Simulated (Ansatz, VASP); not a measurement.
# BaS: VASP beside Ansatz

The input INCAR:

```
PREC = Accurate
ENCUT = 500
EDIFF = 1E-7
ISMEAR = 0
SIGMA = 0.15
LREAL = False
LASPH = True
NELM = 120
ALGO = Normal
ISIF = 3
LWAVE = False
LCHARG = False
GGA = PE
IBRION = 2
NSW = 36
EDIFFG = -0.08
GGA_COMPAT = False
NELMIN = 4
```

KPOINTS

```
Automatic mesh
0
Gamma
  4 4 3
```

The input POSCAR:

```
BaS
1.0
    4.1676928400      0.0000000000      0.0000000000
   -2.0838464200      3.6093278800      0.0000000000
    0.0000000000      0.0000000000      4.4519100500
Ba S
1 1
Direct
    0.6666666700      0.3333333300      0.0000000000
    0.0000000000      0.0000000000      0.5000000000
```

Input for Ansatz:

```yaml
crystal:
  lattice:
    - [4.16769284, 0.0, 0.0]
    - [-2.08384642, 3.60932788, 0.0]
    - [0.0, 0.0, 4.45191005]
  atoms:
    - { symbol: Ba, position: [0.66666667, 0.33333333, 0.0] }
    - { symbol: S, position: [0.0, 0.0, 0.5] }
basis:
  ecutwfc: 420
kpoints:
  mp_grid: { grid: [4, 4, 3] }
hamiltonian:
  xc: pbe
scf:
  occupations: { method: gaussian, width: 0.15 }
  lower_state_search: "off"
output:
  forces: true
  stress: true
  eigenvalues: true
relax:
  adjacent_minimum: "off"
  f_tol: 0.08
  max_steps: 16
  cell: { stress_tol: 0.8 }
```

Change from the starting cell: species swapped into the TiO type (P-6m2, No. 187).

Alike in both runs: task relaxation of cell and atoms; functional PBE; k mesh 4 × 4 × 3; occupations gaussian, width 0.15 eV; no spin polarisation.

|  | VASP | Ansatz |
| --- | --- | --- |
| version | VASP 6.6.1 | Ansatz 0.2.0 |
| potentials or method | VASP PAW PBE potentials, release 64 (Ba_sv, S), cutoff 500 eV | scalar-relativistic, plane waves, PAW |
| valence electrons in the cell | 16 | 16 |

|  | VASP | Ansatz | Ansatz less VASP |
| --- | --- | --- | --- |
| gap on the k mesh at the Fermi level, each at its own relaxed structure (eV) | 1.99 | 2.04 | +0.051 |
| relaxed volume (Å³/atom) | 33.51 | 32.52 | -0.991 |
| relaxed cell length with the largest relative difference (Å) | 4.393 | 4.325 | -0.0680 |

The k mesh is coarse, so the values compare programs but aren't converged. Spin-orbit coupling is off throughout.
